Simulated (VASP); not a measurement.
Set up this calculation in VASP 6.6.1, as the native input.

```
Task                   : electric field gradients
Functional             : r2SCAN
Potentials or basis    : VASP PAW PBE potentials, release 64 (In_d, Sb)
Cutoff                 : 520 eV
k mesh                 : 9 × 9 × 9
Occupations            : fermi-dirac, width 0.05 eV
Spin                   : no spin polarisation
Dipole correction      : no
Further INCAR settings : ALGO = Normal; EDIFF = 1e-08; NBANDS = 16
```

InSb:

```
In Sb
1.0
     0.00000    3.23910    3.23910
     3.23910    0.00000    3.23910
     3.23910    3.23910    0.00000
In Sb
1 1
Direct
  0.00000 0.00000 0.00000
  0.75000 0.75000 0.75000
```

One way to write it, as run:

POSCAR

```
InSb
1.0
    0.0000000000      3.2391000000      3.2391000000
    3.2391000000      0.0000000000      3.2391000000
    3.2391000000      3.2391000000      0.0000000000
In Sb
1 1
Direct
    0.0000000000      0.0000000000      0.0000000000
    0.7500000000      0.7500000000      0.7500000000
```

INCAR.step1

```
SYSTEM = InSb
PREC = Accurate
ENCUT = 520
ISMEAR = -1
SIGMA = 0.05
LREAL = .False.
LASPH = .True.
NELM = 60
NBANDS = 16
GGA = PE
ALGO = Normal
EDIFF = 1E-4
LWAVE = .True.
LCHARG = .False.
```

INCAR.step2

```
SYSTEM = InSb
PREC = Accurate
ENCUT = 520
EDIFF = 1E-8
ISMEAR = -1
SIGMA = 0.05
LREAL = .False.
LASPH = .True.
NELM = 60
ALGO = Normal
ISIF = 2
LWAVE = .False.
LCHARG = .False.
METAGGA = R2SCAN
LMIXTAU = .True.
LEFG = .True.
NBANDS = 16
ISTART = 1
```

KPOINTS

```
Automatic mesh
0
Gamma
  9 9 9
  0 0 0
```

Potentials or basis: VASP PAW PBE potentials, release 64 (In_d, Sb).

Run with:

```sh
$ cat potpaw_PBE.64/In_d/POTCAR potpaw_PBE.64/Sb/POTCAR > POTCAR
$ cp INCAR.step1 INCAR
$ mpirun -np 1 vasp_std > vasp.out
$ cp INCAR.step2 INCAR
$ mpirun -np 1 vasp_std > vasp.out
```

Results of the run:

* Pressure: 1.7 GPa
* Band gap on the k mesh: 0.24 eV, direct

Caveat: without QUAD_EFG the Cq values of the log hold for a quadrupole moment of 1 mb, not for the nuclei; the PAW data sets were made with another functional, which shifts forces and pressure a little; spin-orbit coupling is left out, which moves the levels of the heavy elements.

Run time: 2.6 min on 1 thread of Intel(R) Xeon(R) Platinum 8259CL CPU @ 2.50GHz (Skylake/Cascade Lake) (shared host), peak memory 0.24 GiB.
